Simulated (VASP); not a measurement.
# Cr (P6_3/mmc) in VASP: a series of runs

Runs on Cr. Level: RPBE. Tasks: single point.

Program: VASP 6.6.1. These are calculated values, not measurements. Logs are shortened: lines on timing, memory, paths and dates and some standing lists are left out, and cuts for length are marked.

## (1) The cell of the first run

Symmetry: P6_3/mmc, No. 194, hexagonal system. The conventional cell has a = 2.507 Å, b = 2.507 Å, c = 4.478 Å, α = 90.00°, β = 90.00°, γ = 120.00°. Cr (site symmetry -6m2) has 12 Cr at 2.51 to 2.67 Å within 3.3 Å.

## (2) Single point, RPBE

The input, INCAR:

```
SYSTEM = Cr
PREC = Accurate ; ENCUT = 520
EDIFF = 1E-6 ; ISMEAR = -1
SIGMA = 0.1 ; LREAL = .False.
LASPH = .True. ; NELM = 100
ALGO = Normal ; ISIF = 2
LWAVE = .False. ; LCHARG = .True.
GGA = RP ; LELF = .True.
LVHAR = .True. ; NBANDS = 19
```

The input, KPOINTS:

```
Automatic mesh
0
Gamma
  14 14 8
  0 0 0
```

The input, POSCAR:

```
Cr
1.0
    2.5069034938      0.0000000000      0.0000000000
   -1.2534517469      2.1710421105      0.0000000000
    0.0000000000      0.0000000000      4.4782219299
Cr
2
Direct
    0.3333333333      0.6666666667      0.2500000000
    0.6666666667      0.3333333333      0.7500000000
```

Potentials or basis: VASP PAW PBE potentials, release 64 (Cr_pv).

Command:

```console
$ cat potpaw_PBE.64/Cr_pv/POTCAR > POTCAR
$ mpirun -np 1 vasp_std > vasp.out
```

OUTCAR:

```text
SYSTEM = Cr
   PREC = Accurate
   ENCUT = 520
   EDIFF = 1E-6
   ISMEAR = -1
   LREAL = .False.
   LASPH = .True.
   NELM = 100
   ISIF = 2
   GGA = RP

 ion  position               nearest neighbor table
   1  0.333  0.667  0.250-   2 2.67   2 2.67   2 2.67   2 2.67   2 2.67   2 2.67
   2  0.667  0.333  0.750-   1 2.67   1 2.67   1 2.67   1 2.67   1 2.67   1 2.67

  LATTYP: Found a hexagonal cell.
 ALAT       =     2.5069034938
 C/A-ratio  =     1.7863559331

  Lattice vectors:

 A1 = (   2.5069034938,   0.0000000000,   0.0000000000)
 A2 = (  -1.2534517469,   2.1710421105,   0.0000000000)
 A3 = (   0.0000000000,   0.0000000000,   4.4782219299)

Analysis of symmetry for initial positions (statically):
=====================================================================
 Subroutine PRICEL returns:
 Original cell was already a primitive cell.

 Routine SETGRP: Setting up the symmetry group for a
 hexagonal supercell.

 Subroutine GETGRP returns: Found 24 space group operations
 (whereof 12 operations were pure point group operations)
 out of a pool of 24 trial point group operations.

The static configuration has the point symmetry D_3d.
 The point group associated with its full space group is D_6h.

Analysis of symmetry for dynamics (positions and initial velocities):
=====================================================================
 Subroutine PRICEL returns:
 Original cell was already a primitive cell.

 Routine SETGRP: Setting up the symmetry group for a
 hexagonal supercell.

 Subroutine GETGRP returns: Found 24 space group operations
 (whereof 12 operations were pure point group operations)
 out of a pool of 24 trial point group operations.

The dynamic configuration has the point symmetry D_3d.
 The point group associated with its full space group is D_6h.

 Subroutine INISYM returns: Found 24 space group operations
 (whereof 12 operations are pure point group operations),
 and found     1 'primitive' translations

----------------------------------------------------------------------------------------

                                     Primitive cell

  volume of cell :      24.3731

  direct lattice vectors                    reciprocal lattice vectors
     2.506903494  0.000000000  0.000000000     0.398898483  0.230304146  0.000000000
    -1.253451747  2.171042111  0.000000000     0.000000000  0.460608293  0.000000000
     0.000000000  0.000000000  4.478221930     0.000000000  0.000000000  0.223302913
[... 74 lines left out ...]
 SYSTEM =  Cr
   PREC   = accura    normal or accurate (medium, high low for compatibility)
   ISTART =      0    job   : 0-new  1-cont  2-samecut
   ICHARG =      2    charge: 1-file 2-atom 10-const
   ISPIN  =      1    spin polarized calculation?
   LNONCOLLINEAR =      F non collinear calculations
   LSORBIT =      F    spin-orbit coupling
   LASPH  =      T    aspherical Exc in radial PAW
   ENCUT  =  520.0 eV  38.22 Ry    6.18 a.u.   4.66  4.66  8.33*2*pi/ulx,y,z
   NELM   =    100;   NELMIN=  2; NELMDL= -5     # of ELM steps
   EDIFF  = 0.1E-05   stopping-criterion for ELM
   LREAL  =      F    real-space projection
[... 7 lines left out ...]
   TEBEG  =    0.0;   TEEND  =   0.0 temperature during run
   PSTRESS=    0.0 pullay stress
   NELECT =      24.0000    total number of electrons
   NUPDOWN=      -1.0000    fix difference up-down
   EMIN   =  10.00;   EMAX   =-10.00  energy-range for DOS
   EFERMI =   0.00;   METHOD = LEGACY
   ISMEAR =    -1;   SIGMA  =   0.10  broadening in eV -4-tet -1-fermi 0-gaus
   EFERMI_NEDOS =   21; number of points for ismear=-14 and -15
   IALGO  =     38    algorithm
   IMIX   =      4    mixing-type and parameters
     AMIX     =   0.40;   BMIX     =  1.00
     AMIX_MAG =   1.60;   BMIX_MAG =  1.00
  volume/ion in A,a.u.               =      12.19        82.24
  Fermi-wavevector in a.u.,A,eV,Ry     =   1.628701  3.077799 36.091734  2.652668
  Thomas-Fermi vector in A             =   2.721289
   LORBIT       =      0    0 simple, 1 ext, 2 COOP (PROOUT), +10 PAW based schemes
   GGA     = RP    functional components
   LHFCALC =     F    Hartree Fock is set to
   AEXX    =    0.0000 exact exchange contribution
   IVDW    =     0    specifies the selected vdW correction
   LEPSILON=     F    determine dielectric tensor
   LRPA    =     F    only Hartree local field effects (RPA)
 non-spin polarized calculation
  energy-cutoff  :      520.00
  volume of cell :       24.37
 maximum number of plane-waves:       681
 NGX is ok and might be reduce to    20
   NGX =  9   NGY =  9   NGZ = 17

 number of electron      24.0000006 magnetization

 Free energy of the ion-electron system (eV)
  ---------------------------------------------------
  ext. energy  EPLUGINS =         0.00000000
  ---------------------------------------------------
  free energy    TOTEN  =       -17.23373186 eV

  energy without entropy =      -17.12581067  energy(sigma->0) =      -17.17977127

 E-fermi :  10.1943     XC(G=0): -13.2257

 val. band max:       10.1928592452   @ k =   0.2143   0.2143   0.2500
 cond. band min:      10.1964325336   @ k =   0.2857   0.2857   0.1250
 fundamental gap:      0.0035732884
 Fermi energy:        10.1943193685

 k-point     1 :       0.0000    0.0000    0.0000
  band No.  band energies     occupation
      1     -33.1109      2.00000
      2     -32.4975      2.00000
      3     -32.3475      2.00000
      4     -32.3474      2.00000
      5     -32.2882      2.00000
      6     -32.2882      2.00000
[... 505 lines left out ...]
      6     -32.6489      2.00000
[... 11 lines left out ...]
     18      17.6101      0.00000
     19      17.6683      0.00000

 [... further k-points ...]

------------------------ aborting loop because EDIFF is reached ----------------------------------------

  FORCE on cell =-STRESS in cart. coord.  units (eV):
  Direction    XX          YY          ZZ          XY          YZ          ZX
  --------------------------------------------------------------------------------------
  -------------------------------------------------------------------------------------
  Total       -0.0594285     -0.0594285     -0.0337128     -0.0000000      0.0000000      0.0000000
  in kB       -3.9065548     -3.9065548     -2.2161249     -0.0000000      0.0000000      0.0000000
  external PRESSURE =      -3.3430782 kB  Pullay stress =       0.0000000 kB

 VOLUME and BASIS-vectors are now :
 -----------------------------------------------------------------------------
  energy-cutoff  :      520.00
  volume of cell :       24.37
      direct lattice vectors                 reciprocal lattice vectors
     2.506903494  0.000000000  0.000000000     0.398898483  0.230304146  0.000000000
    -1.253451747  2.171042111  0.000000000     0.000000000  0.460608293  0.000000000
     0.000000000  0.000000000  4.478221930     0.000000000  0.000000000  0.223302913

 POSITION                                       TOTAL-FORCE (eV/Angst)
 -----------------------------------------------------------------------------------
     -0.00000      1.44736      1.11956         0.000000     -0.000000      0.000000
      1.25345      0.72368      3.35867        -0.000000      0.000000      0.000000
 -----------------------------------------------------------------------------------
    total drift:                               -0.000000      0.000000     -0.000000

  FREE ENERGIE OF THE ION-ELECTRON SYSTEM (eV)
  ---------------------------------------------------
  free  energy   TOTEN  =       -17.2337318636 eV

  energy  without entropy=      -17.1258106728  energy(sigma->0) =      -17.17977127
```

OSZICAR:

```text
N       E                     dE             d eps       ncg     rms          rms(c)
DAV:   1     0.241406222501E+03    0.24141E+03   -0.14467E+04  4560   0.157E+03
DAV:   2    -0.121761613589E+02   -0.25358E+03   -0.24850E+03  4638   0.439E+02
DAV:   3    -0.201764556082E+02   -0.80003E+01   -0.78740E+01  4764   0.926E+01
DAV:   4    -0.202857142965E+02   -0.10926E+00   -0.10917E+00  5813   0.100E+01
DAV:   5    -0.202881059799E+02   -0.23917E-02   -0.23855E-02  5051   0.149E+00    0.165E+01
DAV:   6    -0.172407224280E+02    0.30474E+01   -0.15141E+01  4809   0.445E+01    0.239E+00
DAV:   7    -0.172490824511E+02   -0.83600E-02   -0.62588E-01  5043   0.603E+00    0.135E+00
DAV:   8    -0.172354059990E+02    0.13676E-01   -0.42669E-02  5821   0.218E+00    0.395E-01
DAV:   9    -0.172343804078E+02    0.10256E-02   -0.20846E-02  4875   0.148E+00    0.221E-01
DAV:  10    -0.172337240859E+02    0.65632E-03   -0.34040E-03  4875   0.612E-01    0.644E-02
DAV:  11    -0.172337404344E+02   -0.16349E-04   -0.77805E-05  6811   0.615E-02    0.207E-02
DAV:  12    -0.172337318567E+02    0.85777E-05   -0.13650E-05  4996   0.417E-02    0.192E-03
DAV:  13    -0.172337318636E+02   -0.69108E-08   -0.30481E-07  3026   0.603E-03
   1 F= -.17233732E+02 E0= -.17179771E+02  d E =-.107921E+00
```

Run time: 36 s. Hardware: 1 thread of Intel Xeon Platinum 8375C at 2.90GHz (Ice Lake), shared host; peak memory 0.17 GiB.

What came out:

```
Free energy            : -17.2337 eV
Pressure               : -0.3 GPa
Band gap on the k mesh : zero (band 12 reaches 11.13 eV, above the bottom of band 13 at 9.88 eV)
```

Stress tensor (GPa, compression positive):
```
-0.39  0.00  0.00
 0.00 -0.39  0.00
 0.00  0.00 -0.22
```

Levels at points of the mesh, in eV from the Fermi level:
| k point | band 10 | band 11 | band 12 | band 13 | band 14 | band 15 |
| --- | --- | --- | --- | --- | --- | --- |
| (0.00, 0.00, 0.00) | -0.33 | -0.33 | -0.29 | -0.02 | -0.02 | 1.04 |
| (0.50, 0.00, 0.00) | -0.89 | -0.62 | -0.28 | -0.13 | 2.22 | 2.71 |
| (0.00, 0.00, 0.50) | -1.56 | -0.31 | -0.31 | -0.31 | -0.31 | 1.74 |
| (0.50, 0.00, 0.50) | -2.38 | 0.92 | 0.92 | 1.22 | 1.22 | 2.78 |

Caveat: the PAW data sets were made with another functional, which shifts forces and pressure a little; the run has no spin polarisation, though such a crystal can be magnetic. Spin polarisation is off, so any magnetic state and its effect on volume and gap are missing.

## (3) Single point, RPBE (volume scaled by 0.88)

The input, INCAR:

```
SYSTEM = Cr
ALGO = Normal
EDIFF = 1E-6
ENCUT = 520
GGA = RP
ISIF = 2
ISMEAR = -1
LASPH = .True.
LCHARG = .True.
LELF = .True.
LREAL = .False.
LVHAR = .True.
LWAVE = .False.
NBANDS = 19
NELM = 60
PREC = Accurate
SIGMA = 0.1
```

The input, KPOINTS:

```
k-points
0
Gamma
  16 16 8
  0 0 0
```

The input, POSCAR:

```
Cr
1.0
    2.4023254360      0.0000000000      0.0000000000
   -1.2011627180      2.0804748557      0.0000000000
    0.0000000000      0.0000000000      4.2914082959
Cr
2
Direct
    0.3333333333      0.6666666667      0.2500000000
    0.6666666667      0.3333333333      0.7500000000
```

Potentials or basis: VASP PAW PBE potentials, release 64 (Cr_pv).

Command:

```console
$ cat potpaw_PBE.64/Cr_pv/POTCAR > POTCAR
$ mpirun -np 1 vasp_std > vasp.out
```

OUTCAR:

```text
SYSTEM = Cr
   EDIFF = 1E-6
   ENCUT = 520
   GGA = RP
   ISIF = 2
   ISMEAR = -1
   LASPH = .True.
   LREAL = .False.
   NELM = 60
   PREC = Accurate

 ion  position               nearest neighbor table
   1  0.333  0.667  0.250-   2 2.55   2 2.55   2 2.55   2 2.55   2 2.55   2 2.55
   2  0.667  0.333  0.750-   1 2.55   1 2.55   1 2.55   1 2.55   1 2.55   1 2.55

  LATTYP: Found a hexagonal cell.
 ALAT       =     2.4023254360
 C/A-ratio  =     1.7863559331

  Lattice vectors:

[... 717 lines left out ...]
------------------------ aborting loop because EDIFF is reached ----------------------------------------

  FORCE on cell =-STRESS in cart. coord.  units (eV):
  Direction    XX          YY          ZZ          XY          YZ          ZX
  --------------------------------------------------------------------------------------
  -------------------------------------------------------------------------------------
  Total        5.0444131      5.0444131      4.5520665      0.0000000     -0.0000000      0.0000000
  in kB      376.8140441    376.8140441    340.0361054      0.0000000     -0.0000000      0.0000000
  external PRESSURE =     364.5547312 kB  Pullay stress =       0.0000000 kB

 VOLUME and BASIS-vectors are now :
 -----------------------------------------------------------------------------
  energy-cutoff  :      520.00
  volume of cell :       21.45
      direct lattice vectors                 reciprocal lattice vectors
     2.402325436  0.000000000  0.000000000     0.416263336  0.240329749  0.000000000
    -1.201162718  2.080474856  0.000000000     0.000000000  0.480659498  0.000000000
     0.000000000  0.000000000  4.291408296     0.000000000  0.000000000  0.233023737

 POSITION                                       TOTAL-FORCE (eV/Angst)
 -----------------------------------------------------------------------------------
     -0.00000      1.38698      1.07285         0.000000     -0.000000      0.000000
      1.20116      0.69349      3.21856        -0.000000      0.000000      0.000000
 -----------------------------------------------------------------------------------
    total drift:                                0.000000     -0.000000      0.000000

  FREE ENERGIE OF THE ION-ELECTRON SYSTEM (eV)
  ---------------------------------------------------
  free  energy   TOTEN  =       -16.9363481293 eV

  energy  without entropy=      -16.8412491148  energy(sigma->0) =      -16.88879862
```

OSZICAR:

```text
N       E                     dE             d eps       ncg     rms          rms(c)
DAV:   1     0.237365293510E+03    0.23737E+03   -0.14582E+04  5732   0.163E+03
DAV:   2    -0.120239455801E+02   -0.24939E+03   -0.24403E+03  5774   0.440E+02
DAV:   3    -0.194368191953E+02   -0.74129E+01   -0.73297E+01  5946   0.914E+01
DAV:   4    -0.195373348845E+02   -0.10052E+00   -0.10039E+00  7828   0.953E+00
DAV:   5    -0.195388971659E+02   -0.15623E-02   -0.15573E-02  6135   0.117E+00    0.188E+01
DAV:   6    -0.169693181529E+02    0.25696E+01   -0.11278E+01  5910   0.392E+01    0.194E+00
DAV:   7    -0.169537052079E+02    0.15613E-01   -0.26445E-01  6356   0.377E+00    0.115E+00
DAV:   8    -0.169366327992E+02    0.17072E-01   -0.16529E-02  8059   0.138E+00    0.315E-01
DAV:   9    -0.169364518179E+02    0.18098E-03   -0.22042E-03  6463   0.457E-01    0.119E-01
DAV:  10    -0.169363596771E+02    0.92141E-04   -0.21603E-04  6691   0.151E-01    0.381E-02
DAV:  11    -0.169363495386E+02    0.10138E-04   -0.13398E-05  7109   0.352E-02    0.868E-03
DAV:  12    -0.169363483695E+02    0.11691E-05   -0.41334E-06  6034   0.229E-02    0.977E-04
DAV:  13    -0.169363481293E+02    0.24023E-06   -0.74943E-08  3639   0.289E-03
   1 F= -.16936348E+02 E0= -.16888799E+02  d E =-.950990E-01
```

stdout:

```text
POSCAR found type information on POSCAR Cr
 POSCAR found :  1 types and       2 ions
 scaLAPACK will be used
 -----------------------------------------------------------------------------
|                                                                             |
|                                                                             |
|     You enforced a specific xc type in the INCAR file but a different       |
|     I HOPE YOU KNOW WHAT YOU ARE DOING!                                     |
|                                                                             |
 -----------------------------------------------------------------------------

 LDA part: xc-table for (Slater+PW92), standard interpolation
 POSCAR, INCAR and KPOINTS ok, starting setup
 FFT: planning ... GRIDC
 FFT: planning ... GRID_SOFT
 FFT: planning ... GRID
 WAVECAR not read
 entering main loop
```

Wall time 34 s (1 thread of Intel Xeon Platinum 8375C at 2.90GHz (Ice Lake), shared host); peak memory 0.17 GiB.

What came out:

| Item | Value |
| --- | --- |
| Free energy | -16.9363 eV |
| Pressure | 36.5 GPa |
| Band gap on the k mesh | zero (band 12 reaches 13.08 eV, above the bottom of band 13 at 11.60 eV) |

Stress tensor (GPa, compression positive):
```
37.68  0.00  0.00
 0.00 37.68  0.00
 0.00  0.00 34.00
```

Levels at points of the mesh, in eV from the Fermi level:
```tsv
k point	band 8	band 9	band 10	band 11	band 12	band 13	band 14	band 15	band 16	band 17
(0.00, 0.00, 0.00)	-4.45	-1.41	-0.44	-0.44	-0.12	-0.05	-0.05	1.21	1.21	2.51
(0.50, 0.00, 0.00)	-3.93	-3.83	-1.08	-0.56	-0.31	-0.21	2.65	3.22	3.37	4.69
(0.00, 0.00, 0.50)	-5.84	-1.83	-1.83	-0.41	-0.41	-0.41	-0.41	2.06	2.06	2.06
(0.50, 0.00, 0.50)	-4.44	-2.86	-2.86	1.06	1.06	1.50	1.50	3.30	3.30	3.97
```

Caveat: the PAW data sets were made with another functional, which shifts forces and pressure a little; the run has no spin polarisation, though such a crystal can be magnetic. Spin polarisation is off, so any magnetic state and its effect on volume and gap are missing.

## (4) Single point, RPBE (volume scaled by 0.92)

The input, INCAR:

```
SYSTEM = Cr
PREC = Accurate
ENCUT = 520
EDIFF = 1E-6
ISMEAR = -1
SIGMA = 0.1
LREAL = .FALSE.
LASPH = .TRUE.
NELM = 60
ALGO = Normal
ISIF = 2
LWAVE = .FALSE.
LCHARG = .FALSE.
GGA = RP
NBANDS = 19
```

The input, KPOINTS:

```
regular mesh
0
G
  16 16 8
  0 0 0
```

The input, POSCAR:

```
Cr
1.0
    2.4381863265      0.0000000000      0.0000000000
   -1.2190931632      2.1115312979      0.0000000000
    0.0000000000      0.0000000000      4.3554686103
Cr
2
Direct
    0.3333333333      0.6666666667      0.2500000000
    0.6666666667      0.3333333333      0.7500000000
```

Command:

```console
$ cat potpaw_PBE.64/Cr_pv/POTCAR > POTCAR
$ mpirun -np 1 vasp_std > vasp.out
```

It took 38 s on 1 thread of Intel Xeon Platinum 8375C at 2.90GHz (Ice Lake), shared host; peak memory 0.16 GiB.

The run converged. Its results:

- Free energy: -17.1119 eV
- Pressure: 21.6 GPa
- Band gap on the k mesh: zero (band 12 reaches 12.38 eV, above the bottom of band 13 at 10.98 eV)

Stress tensor (GPa, compression positive):
```
22.26  0.00  0.00
 0.00 22.26  0.00
 0.00  0.00 20.12
```

Levels at points of the mesh, in eV from the Fermi level:
| k point | band 8 | band 9 | band 10 | band 11 | band 12 | band 13 | band 14 | band 15 | band 16 | band 17 |
| --- | --- | --- | --- | --- | --- | --- | --- | --- | --- | --- |
| (0.00, 0.00, 0.00) | -4.28 | -1.32 | -0.40 | -0.40 | -0.19 | -0.04 | -0.04 | 1.15 | 1.15 | 2.37 |
| (0.50, 0.00, 0.00) | -3.69 | -3.67 | -1.01 | -0.59 | -0.30 | -0.18 | 2.50 | 3.04 | 3.17 | 4.41 |
| (0.00, 0.00, 0.50) | -5.76 | -1.73 | -1.73 | -0.37 | -0.37 | -0.37 | -0.37 | 1.94 | 1.94 | 1.94 |
| (0.50, 0.00, 0.50) | -4.21 | -2.68 | -2.68 | 1.01 | 1.01 | 1.40 | 1.40 | 3.11 | 3.11 | 3.73 |

Caveat: the PAW data sets were made with another functional, which shifts forces and pressure a little; the run has no spin polarisation, though such a crystal can be magnetic. Spin polarisation is off, so any magnetic state and its effect on volume and gap are missing.

## (5) The runs side by side

```csv
cell,k mesh,gap on the mesh (eV),pressure (GPa)
"a = 2.507, b = 2.507, c = 4.478 Å, angles 90.0, 90.0, 120.0°, 2 atoms",14 × 14 × 8,none,-0.3
"a = 2.402, b = 2.402, c = 4.291 Å, angles 90.0, 90.0, 120.0°, 2 atoms",16 × 16 × 8,none,36.5
"a = 2.438, b = 2.438, c = 4.355 Å, angles 90.0, 90.0, 120.0°, 2 atoms",16 × 16 × 8,none,21.6
```

Alike in all rows: task single point; level RPBE; potentials or basis VASP PAW PBE potentials, release 64 (Cr_pv); no spin polarisation; cutoff (eV) 520; smearing fermi-dirac 0.1 eV.

Caveats: the PAW data sets were made with another functional, which shifts forces and pressure a little; the run has no spin polarisation, though such a crystal can be magnetic.

Total energies depend on the potentials used, so only differences within one code and one set of settings carry meaning.
